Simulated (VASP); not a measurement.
MgCd2O3:

```
CELL_PARAMETERS angstrom
-2.61111 2.61111 3.23596
2.61111 -2.61111 3.23596
2.61111 2.61111 -3.23596
ATOMIC_POSITIONS crystal
Mg 0.00000 0.00000 0.00000
Cd 0.75000 0.25000 0.50000
Cd 0.25000 0.75000 0.50000
O 0.50000 0.00000 0.50000
O 0.00000 0.50000 0.50000
O 0.50000 0.50000 0.00000
```

The cell was generated, and may not be a known phase.

* Program: VASP 6.6.1
* Task: relaxation of cell and atoms
* Functional: PBE
* Potentials or basis: VASP PAW PBE potentials, release 64 (Mg_sv, Cd_sv_GW, O)
* Cutoff: 840 eV
* k mesh: 3 × 3 × 3
* Occupations: gaussian, width 0.15 eV
* Spin: no spin polarisation

At the start: pressure 66.5 GPa; volume 14.71 Å³/atom.

Q: Where does the relaxation end?

A: Over 13 steps the energy falls by 1746.6 meV/atom and the volume is 14.31 Å³/atom (-2.7 %); space group I4/mmm (No. 139, to 0.1 Å) before and after.

The path:
| step | energy change (eV) | largest force (eV/Å) | pressure (GPa) | volume (Å³) |
| --- | --- | --- | --- | --- |
| 1 | 0.0000 | 0.0000 | 66.50 | 88.25 |
| 2 | 0.2399 | 0.0000 | -32.22 | 169.63 |
| 3 | -8.7055 | 0.0000 | -11.56 | 124.38 |
| 4 | -9.0130 | 0.0000 | -9.89 | 120.58 |
| 5 | -9.2594 | 0.0000 | -2.71 | 111.19 |
| 6 | -9.2867 | 0.0000 | -5.31 | 113.85 |
| 7 | -9.2886 | 0.0000 | -4.85 | 113.33 |
| 8 | -9.6696 | 0.0000 | -3.92 | 105.79 |
| 9 | -10.3181 | 0.0000 | 5.29 | 84.47 |
| 10 | -10.4626 | 0.0000 | 2.50 | 83.75 |
| 11 | -10.4628 | 0.0000 | 2.32 | 83.63 |
| 12 | -10.4632 | 0.0000 | 2.36 | 83.66 |
| 13 | -10.4796 | 0.0000 | 0.19 | 85.85 |

Final structure:
```cif
data_structure
_symmetry_space_group_name_H-M 'P 1'
_symmetry_Int_Tables_number 1
_cell_length_a 5.4154
_cell_length_b 5.4154
_cell_length_c 5.4154
_cell_angle_alpha 132.045
_cell_angle_beta 132.045
_cell_angle_gamma 70.158
_cell_volume 85.85
loop_
_atom_site_label
_atom_site_type_symbol
_atom_site_fract_x
_atom_site_fract_y
_atom_site_fract_z
_atom_site_occupancy
Mg1 Mg 0.00000 0.00000 0.00000 1
Cd1 Cd 0.75000 0.25000 0.50000 1
Cd2 Cd 0.25000 0.75000 0.50000 1
O1 O 0.50000 0.00000 0.50000 1
O2 O 0.00000 0.50000 0.50000 1
O3 O 0.50000 0.50000 0.00000 1
```

Caveat: the k points lie up to 0.53 Å⁻¹ apart in the final cell, too coarse for converged energies and pressures of a metal.
